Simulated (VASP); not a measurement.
The system is AlN.

```
CELL_PARAMETERS angstrom
3.11300 0.00000 0.00000
-1.55650 2.69594 0.00000
0.00000 0.00000 4.98100
ATOMIC_POSITIONS crystal
Al 0.33333 0.66667 0.00000
Al 0.66667 0.33333 0.50000
N 0.33333 0.66667 0.38000
N 0.66667 0.33333 0.88000
```

```yaml
Program: VASP 6.6.1
Task: relaxation of cell and atoms
Functional: PBE
Potentials_or_basis: VASP PAW PBE potentials, release 64 (Al, N)
Cutoff: 600 eV
k_mesh: 12 × 12 × 6
Occupations: fermi-dirac, width 0.02 eV
Spin: no spin polarisation
```

At the start: pressure 3.3 GPa; volume 10.45 Å³/atom.

Question: Where does the relaxation end?

Answer: Over 3 steps the energy falls by 2.1 meV/atom and the volume is 10.62 Å³/atom (+1.7 %); space group P6_3mc (No. 186, to 0.1 Å) before and after.

The path:
```tsv
step	energy change (eV)	largest force (eV/Å)	pressure (GPa)	volume (Å³)
1	0.0000	0.1289	3.35	41.80
2	-0.0017	0.0910	-2.80	43.14
3	-0.0083	0.0042	0.02	42.50
```

Final structure:
```xyz
4
Lattice="3.1273 0.0000 0.0000 -1.5637 2.7084 0.0000 0.0000 0.0000 5.0175" Properties=species:S:1:pos:R:3 pbc="T T T"
Al    0.0000    1.8056    5.0142
Al    1.5637    0.9028    2.5054
N     0.0000    1.8056    1.9100
N     1.5637    0.9028    4.4188
```
